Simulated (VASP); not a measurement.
# Ir (P-1) in VASP: a series of runs

Ir is run at these levels: r2SCAN; tasks: single point.

Program: VASP 6.6.1. These are calculated values, not measurements. Logs are shortened: lines on timing, memory, paths and dates and some standing lists are left out, and cuts for length are marked.

**1. The cell of the first run**

The typed cell holds 1 atom: a = 2.658 Å, b = 2.656 Å, c = 2.663 Å, α = 59.94°, β = 59.99°, γ = 59.95°.

**2. Single point, r2SCAN**

POSCAR

```
Ir
1.0
    0.0014205797      1.8799625404      1.8788314132
    1.8792731550      0.0031858048      1.8771026302
    1.8837399154      1.8827341142     -0.0011819181
Ir
1
Direct
    0.0000000000      0.0000000000      0.0000000000
```

INCAR.step1

```
PREC = Accurate
ENCUT = 520
ISMEAR = -1
SIGMA = 0.05
LREAL = False
LASPH = True
NELM = 80
NBANDS = 10
GGA = PE
ALGO = Normal
EDIFF = 1E-4
LWAVE = True
LCHARG = False
```

INCAR.step2

```
PREC = Accurate
ENCUT = 520
EDIFF = 1E-6
ISMEAR = -1
SIGMA = 0.05
LREAL = False
LASPH = True
NELM = 80
ALGO = Normal
ISIF = 2
LWAVE = False
LCHARG = True
METAGGA = R2SCAN
LMIXTAU = True
LELF = True
LVHAR = True
NBANDS = 10
ISTART = 1
```

KPOINTS

```
regular mesh
0
Gamma
  12 13 11
```

Potentials or basis: VASP PAW PBE potentials, release 64 (Ir).

Launch:

```bash
cat potpaw_PBE.64/Ir/POTCAR > POTCAR
cp INCAR.step1 INCAR
mpirun -np 1 vasp_std > vasp.out
cp INCAR.step2 INCAR
mpirun -np 1 vasp_std > vasp.out
```

OUTCAR:

```text
PREC = Accurate
   ENCUT = 520
   EDIFF = 1E-6
   ISMEAR = -1
   LREAL = False
   LASPH = True
   NELM = 80
   ISIF = 2
   METAGGA = R2SCAN
   ISTART = 1

 ion  position               nearest neighbor table
   1  0.000  0.000  0.000-

  LATTYP: Found a triclinic cell.
 ALAT       =     2.6571930008
 B/A-ratio  =     1.4139421630
 C/A-ratio  =     2.2393037166
 COS(alpha) =     0.0002596603
 COS(beta)  =     0.6713369605
 COS(gamma) =     0.7067910821

  Lattice vectors:

 A1 = (  -0.0044667604,  -1.8795483094,   1.8782845483)
 A2 = (  -0.0030461807,   0.0004142310,   3.7571159615)
 A3 = (  -1.8896272555,  -5.6422449640,   0.0006350532)

Analysis of symmetry for initial positions (statically):
=====================================================================
 Subroutine PRICEL returns:
 Original cell was already a primitive cell.

 Routine SETGRP: Setting up the symmetry group for a
 triclinic supercell.

 Subroutine GETGRP returns: Found  2 space group operations
 (whereof  2 operations were pure point group operations)
 out of a pool of  2 trial point group operations.

The static configuration has the point symmetry S_2 .

Analysis of symmetry for dynamics (positions and initial velocities):
=====================================================================
 Subroutine PRICEL returns:
 Original cell was already a primitive cell.

 Routine SETGRP: Setting up the symmetry group for a
 triclinic supercell.

 Subroutine GETGRP returns: Found  2 space group operations
 (whereof  2 operations were pure point group operations)
 out of a pool of  2 trial point group operations.

The dynamic configuration has the point symmetry S_2 .

 Subroutine INISYM returns: Found  2 space group operations
 (whereof  2 operations are pure point group operations),
 and found     1 'primitive' translations

----------------------------------------------------------------------------------------

                                     Primitive cell

  volume of cell :      13.2830

  direct lattice vectors                    reciprocal lattice vectors
     0.001420580  1.879962540  1.878831413    -0.266060948  0.266370018  0.265916517
     1.879273155  0.003185805  1.877102630     0.266472981 -0.266448095  0.266407028
     1.883739915  1.882734114 -0.001181918     0.265218376  0.265615412 -0.265975853

  length of vectors
     2.657869194  2.656161144  2.663299685     0.460926250  0.461492298  0.460038573

  position of ions in fractional coordinates (direct lattice)
     0.000000000  0.000000000  0.000000000

  ion indices of the primitive-cell ions
   primitive index   ion index
                 1           1

----------------------------------------------------------------------------------------

 KPOINTS: regular mesh

Automatic generation of k-mesh.
 Grid dimensions read from file:
 generate k-points for:   12   13   11

 Generating k-lattice:

  Cartesian coordinates                     Fractional coordinates (reciprocal lattice)
    -0.022171746  0.022197501  0.022159710     0.083333333 -0.000000000 -0.000000000
     0.020497922 -0.020496007  0.020492848    -0.000000000  0.076923077 -0.000000000
     0.024110761  0.024146856 -0.024179623     0.000000000  0.000000000  0.090909091

  Length of vectors
     0.038410521  0.035499408  0.041821688

  Shift w.r.t. Gamma in fractional coordinates (k-lattice)
     0.000000000  0.000000000  0.000000000

 Subroutine IBZKPT returns following result:
 ===========================================

 Found    859 irreducible k-points:

 Following reciprocal coordinates:
            Coordinates               Weight
  0.000000  0.000000  0.000000      1.000000
  0.083333  0.000000 -0.000000      2.000000
  0.166667 -0.000000 -0.000000      2.000000
  0.250000  0.000000 -0.000000      2.000000
  0.333333 -0.000000 -0.000000      2.000000
  0.416667  0.000000 -0.000000      2.000000
[... 16 lines left out ...]
  0.250000  0.153846 -0.000000      2.000000
  0.333333  0.153846  0.000000      2.000000
 [... further k-points ...]
   k-points           NKPTS =    859   k-points in BZ     NKDIM =    859   number of bands    NBANDS=     10
   number of dos      NEDOS =    301   number of ions     NIONS =      1
   total plane-waves  NPLWV =   8000
   dimension x,y,z NGX =    20 NGY =   20 NGZ =   20
   dimension x,y,z NGXF=    40 NGYF=   40 NGZF=   40
   ions per type =               1
   NGX,Y,Z   is equivalent  to a cutoff of  12.51, 12.52, 12.48 a.u.
   NGXF,Y,Z  is equivalent  to a cutoff of  25.02, 25.04, 24.97 a.u.
 SYSTEM =  unknown system
   PREC   = accura    normal or accurate (medium, high low for compatibility)
   ISTART =      1    job   : 0-new  1-cont  2-samecut
   ICHARG =      0    charge: 1-file 2-atom 10-const
   ISPIN  =      1    spin polarized calculation?
   LNONCOLLINEAR =      F non collinear calculations
   LSORBIT =      F    spin-orbit coupling
   LASPH  =      T    aspherical Exc in radial PAW
   ENCUT  =  520.0 eV  38.22 Ry    6.18 a.u.   4.94  4.94  4.95*2*pi/ulx,y,z
   NELM   =     80;   NELMIN=  2; NELMDL=  0     # of ELM steps
   EDIFF  = 0.1E-05   stopping-criterion for ELM
   LREAL  =      F    real-space projection
   EDIFFG = 0.1E-04   stopping-criterion for IOM
   NSW    =      0    number of steps for IOM
   IBRION =     -1    ionic relax: 0-MD 1-quasi-New 2-CG
   NFREE  =      0    steps in history (QN), initial steepest desc. (CG)
   ISIF   =      2    stress and relaxation
   ISYM   =      2    0-nonsym 1-usesym 2-fastsym
   POTIM  = 0.5000    time-step for ionic-motion
   TEBEG  =    0.0;   TEEND  =   0.0 temperature during run
   PSTRESS=    0.0 pullay stress
   NELECT =       9.0000    total number of electrons
   NUPDOWN=      -1.0000    fix difference up-down
   EMIN   =  10.00;   EMAX   =-10.00  energy-range for DOS
   EFERMI =   0.00;   METHOD = LEGACY
   ISMEAR =    -1;   SIGMA  =   0.05  broadening in eV -4-tet -1-fermi 0-gaus
   EFERMI_NEDOS =   21; number of points for ismear=-14 and -15
   IALGO  =     38    algorithm
   IMIX   =      4    mixing-type and parameters
     AMIX     =   0.40;   BMIX     =  1.00
     AMIX_MAG =   1.60;   BMIX_MAG =  1.00
  volume/ion in A,a.u.               =      13.28        89.64
  Fermi-wavevector in a.u.,A,eV,Ry     =   1.437883  2.717205 28.130148  2.067508
  Thomas-Fermi vector in A             =   2.556911
   LORBIT       =      0    0 simple, 1 ext, 2 COOP (PROOUT), +10 PAW based schemes
   METAGGA = R2SCAN    functional components
   LHFCALC =     F    Hartree Fock is set to
   AEXX    =    0.0000 exact exchange contribution
   IVDW    =     0    specifies the selected vdW correction
   LEPSILON=     F    determine dielectric tensor
   LRPA    =     F    only Hartree local field effects (RPA)
 non-spin polarized calculation
  energy-cutoff  :      520.00
  volume of cell :       13.28
 maximum number of plane-waves:       369
   NGX =  9   NGY =  9   NGZ =  9

 number of electron       9.0000000 magnetization

 Free energy of the ion-electron system (eV)
  ---------------------------------------------------
  ext. energy  EPLUGINS =         0.00000000
  ---------------------------------------------------
  free energy    TOTEN  =       -52.26816916 eV

  energy without entropy =      -52.26096991  energy(sigma->0) =      -52.26456954

 E-fermi :  11.3053     XC(G=0): -15.7674

 val. band max:       11.3001690507   @ k =   0.0833   0.4615   0.1818
 cond. band min:      11.3131232985   @ k =   0.1667   0.0769   0.4545
 fundamental gap:      0.0129542478
 Fermi energy:        11.3052685103

 k-point     1 :       0.0000    0.0000    0.0000
  band No.  band energies     occupation
      1      -0.9311      2.00000
      2       6.8745      2.00000
      3       6.9078      2.00000
      4       6.9290      2.00000
      5       9.9012      2.00000
      6       9.9226      2.00000
      7      26.2579      0.00000
      8      32.4462      0.00000
      9      32.5331      0.00000
     10      32.5843      0.00000

 k-point     2 :       0.0833    0.0000   -0.0000
  band No.  band energies     occupation
      1      -0.5883      2.00000
      2       6.7225      2.00000
      3       7.0228      2.00000
      4       7.0768      2.00000
      5       9.8056      2.00000
      6       9.8254      2.00000
      7      26.8564      0.00000
      8      31.0355      0.00000
      9      33.0249      0.00000
     10      33.1444      0.00000

 k-point     3 :       0.1667   -0.0000   -0.0000
  band No.  band energies     occupation
      1       0.3436      2.00000
      2       6.3526      2.00000
      3       7.3145      2.00000
      4       7.3808      2.00000
      5       9.7174      2.00000
      6       9.7310      2.00000
      7      28.1003      0.00000
      8      28.8231      0.00000
      9      34.6286      0.00000
     10      34.7360      0.00000

 k-point     4 :       0.2500    0.0000   -0.0000
  band No.  band energies     occupation
      1       1.4784      2.00000
      2       6.3443      2.00000
      3       7.3459      2.00000
      4       7.4219      2.00000
      5      10.1237      2.00000
      6      10.1311      2.00000
      7      26.1610      0.00000
      8      29.2780      0.00000
      9      36.8527      0.00000
     10      36.9383      0.00000
[... 222 lines left out ...]
 k-point    22 :       0.1667    0.1538   -0.0000
  band No.  band energies     occupation
      1       0.6755      2.00000
      2       5.7406      2.00000
      3       7.8487      2.00000
      4       7.8837      2.00000
      5       8.6099      2.00000
      6      10.3962      2.00000
      7      29.0442      0.00000
      8      30.5729      0.00000
      9      32.7567      0.00000
     10      32.9180      0.00000

 k-point    23 :       0.2500    0.1538   -0.0000
  band No.  band energies     occupation
      1       1.6726      2.00000
      2       5.3176      2.00000
      3       7.5947      2.00000
      4       8.2130      2.00000
      5       9.1206      2.00000
      6      10.7601      1.99996
      7      28.7753      0.00000
      8      30.4354      0.00000
      9      32.7685      0.00000
     10      33.5747      0.00000

 k-point    24 :       0.3333    0.1538    0.0000
  band No.  band energies     occupation
      1       2.6658      2.00000
      2       5.3652      2.00000
      3       6.9235      2.00000
      4       8.1751      2.00000
      5      10.6062      2.00000
      6      11.4896      0.04891
      7      26.1165      0.00000
      8      29.9471      0.00000
      9      32.3541      0.00000
     10      34.0274      0.00000

 [... further k-points ...]

------------------------ aborting loop because EDIFF is reached ----------------------------------------

  FORCE on cell =-STRESS in cart. coord.  units (eV):
  Direction    XX          YY          ZZ          XY          YZ          ZX
  --------------------------------------------------------------------------------------
  -------------------------------------------------------------------------------------
  Total        2.7851617      2.7860852      2.7859423     -0.0018462      0.0001170      0.0005727
  in kB      335.9422726    336.0536612    336.0364323     -0.2226906      0.0141111      0.0690764
  external PRESSURE =     336.0107887 kB  Pullay stress =       0.0000000 kB

 VOLUME and BASIS-vectors are now :
 -----------------------------------------------------------------------------
  energy-cutoff  :      520.00
  volume of cell :       13.28
      direct lattice vectors                 reciprocal lattice vectors
     0.001420580  1.879962540  1.878831413    -0.266060948  0.266370018  0.265916517
     1.879273155  0.003185805  1.877102630     0.266472981 -0.266448095  0.266407028
     1.883739915  1.882734114 -0.001181918     0.265218376  0.265615412 -0.265975853

 POSITION                                       TOTAL-FORCE (eV/Angst)
 -----------------------------------------------------------------------------------
      0.00000      0.00000      0.00000        -0.000000     -0.000000      0.000000
 -----------------------------------------------------------------------------------
    total drift:                                0.000000     -0.000000     -0.000000

  FREE ENERGIE OF THE ION-ELECTRON SYSTEM (eV)
  ---------------------------------------------------
  free  energy   TOTEN  =       -52.2681691604 eV

  energy  without entropy=      -52.2609699118  energy(sigma->0) =      -52.26456954
```

Wall time 7.3 min (1 thread of Intel Xeon 8259CL, shared host); peak memory 0.24 GiB.

Results:

- Free energy: -52.2682 eV
- Pressure: 33.6 GPa
- Band gap on the k mesh: zero (an odd number of electrons rules out a gap without spin polarisation)

Caveat: the cell stands under pressure; the PAW data sets were made with another functional, which shifts forces and pressure a little; spin-orbit coupling is left out, which moves the levels of the heavy elements.

**3. Single point, r2SCAN**

This run uses another cell than the first one, of 13.55 Å³/atom.

POSCAR

```
Ir
1.0
    0.0014867927      1.8926201975      1.8914594596
    1.8918504590      0.0032864612      1.8897017457
    1.8964207405      1.8954774009     -0.0011878455
Ir
1
Direct
    0.0000000000      0.0000000000      0.0000000000
```

INCAR.step1

```
PREC     = Accurate       # precision mode
ENCUT    = 520            # plane-wave cutoff, eV
ISMEAR   = -1             # smearing method
SIGMA    = 0.05           # smearing width, eV
LREAL    = False          # projectors in reciprocal space
LASPH    = True           # aspherical terms in the spheres
NELM     = 80             # most SCF steps
NBANDS   = 10             # bands
GGA      = PE             # functional
ALGO     = Normal         # electronic algorithm
EDIFF    = 1E-4           # SCF threshold, eV
LWAVE    = True           # write WAVECAR
LCHARG   = False          # write CHGCAR
```

INCAR.step2

```
PREC     = Accurate       # precision mode
ENCUT    = 520            # plane-wave cutoff, eV
EDIFF    = 1E-7           # SCF threshold, eV
ISMEAR   = -1             # smearing method
SIGMA    = 0.05           # smearing width, eV
LREAL    = False          # projectors in reciprocal space
LASPH    = True           # aspherical terms in the spheres
NELM     = 80             # most SCF steps
ALGO     = Normal         # electronic algorithm
ISIF     = 2              # what is computed and relaxed
LWAVE    = False          # write WAVECAR
LCHARG   = True           # write CHGCAR
METAGGA  = R2SCAN         # meta-GGA
LMIXTAU  = True         
LELF     = True           # ELF
LVHAR    = True         
NBANDS   = 10             # bands
ISTART   = 1
```

KPOINTS is that of step 2.

Potentials or basis: VASP PAW PBE potentials, release 64 (Ir).

Launch:

```bash
cat potpaw_PBE.64/Ir/POTCAR > POTCAR
cp INCAR.step1 INCAR
mpirun -np 1 vasp_std > vasp.out
cp INCAR.step2 INCAR
mpirun -np 1 vasp_std > vasp.out
```

It took 7.2 min on 1 thread of Intel Xeon 8259CL, shared host; peak memory 0.24 GiB.

It converged, with:

```yaml
Free_energy: -52.3158 eV
Pressure: 23.2 GPa
Band_gap_on_the_k_mesh: zero (an odd number of electrons rules out a gap without spin polarisation)
```

Levels at points of the mesh, in eV from the Fermi level:
```tsv
k point	band 2	band 3	band 4	band 5	band 6	band 7
(0.00, 0.00, 0.00)	-4.30	-4.26	-4.24	-1.37	-1.35	15.01
(0.50, 0.00, 0.00)	-4.47	-4.40	-0.80	1.01	1.04	8.15
```

Caveat: the cell stands under pressure; the PAW data sets were made with another functional, which shifts forces and pressure a little; spin-orbit coupling is left out, which moves the levels of the heavy elements.

**4. Single point, r2SCAN**

This run uses another cell than the first one, of 13.86 Å³/atom.

POSCAR

```
Ir
1.0
    0.0015553622      1.9067180450      1.9055075893
    1.9058559087      0.0033981897      1.9037125562
    1.9105418401      1.9096650824     -0.0011935009
Ir
1
Direct
    0.0000000000      0.0000000000      0.0000000000
```

INCAR.step1

```
  ALGO = Normal
  EDIFF = 1E-4
  ENCUT = 520
  GGA = PE
  ISMEAR = -1
  LASPH = True
  LCHARG = False
  LREAL = False
  LWAVE = True
  NBANDS = 10
  NELM = 60
  PREC = Accurate
  SIGMA = 0.05
```

INCAR.step2

```
  ALGO = Normal
  EDIFF = 1E-6
  ENCUT = 520
  ISIF = 2
  ISMEAR = -1
  ISTART = 1
  LASPH = True
  LCHARG = False
  LMIXTAU = True
  LREAL = False
  LWAVE = False
  METAGGA = R2SCAN
  NBANDS = 10
  NELM = 60
  PREC = Accurate
  SIGMA = 0.05
```

KPOINTS

```
k-points
0
Gamma
  12 13 11
```

Launch:

```bash
cat potpaw_PBE.64/Ir/POTCAR > POTCAR
cp INCAR.step1 INCAR
mpirun -np 1 vasp_std > vasp.out
cp INCAR.step2 INCAR
mpirun -np 1 vasp_std > vasp.out
```

Run time: 7 min. Hardware: 1 thread of Intel Xeon 8259CL, shared host; peak memory 0.24 GiB.

It converged, with:

- Free energy: -52.3499 eV
- Pressure: 12.9 GPa
- Band gap on the k mesh: zero (an odd number of electrons rules out a gap without spin polarisation)

Levels at points of the mesh, in eV from the Fermi level:
| k point | band 1 | band 2 | band 3 | band 4 | band 5 | band 6 | band 7 | band 8 |
| --- | --- | --- | --- | --- | --- | --- | --- | --- |
| (0.00, 0.00, 0.00) | -11.75 | -4.15 | -4.12 | -4.10 | -1.33 | -1.31 | 15.06 | 20.98 |
| (0.50, 0.00, 0.00) | -8.64 | -4.32 | -4.25 | -0.74 | 0.97 | 0.99 | 7.91 | 14.69 |

Caveat: the cell stands under pressure; the PAW data sets were made with another functional, which shifts forces and pressure a little; spin-orbit coupling is left out, which moves the levels of the heavy elements.

**5. The runs side by side**

| cell | gap on the mesh (eV) | pressure (GPa) |
| --- | --- | --- |
| a = 2.658, b = 2.656, c = 2.663 Å, angles 59.9, 60.0, 59.9°, 1 atom | none | 33.6 |
| a = 2.676, b = 2.674, c = 2.681 Å, angles 59.9, 60.0, 59.9°, 1 atom | none | 23.2 |
| a = 2.696, b = 2.694, c = 2.701 Å, angles 59.9, 60.0, 59.9°, 1 atom | none | 12.9 |

Alike in all rows: task single point; level r2SCAN; potentials or basis VASP PAW PBE potentials, release 64 (Ir); no spin polarisation; k mesh 12 × 13 × 11; cutoff (eV) 520; smearing fermi-dirac 0.05 eV.

Caveats: the cell stands under pressure; the PAW data sets were made with another functional, which shifts forces and pressure a little; spin-orbit coupling is left out, which moves the levels of the heavy elements.

Total energies depend on the potentials used, so only differences within one code and one set of settings carry meaning.
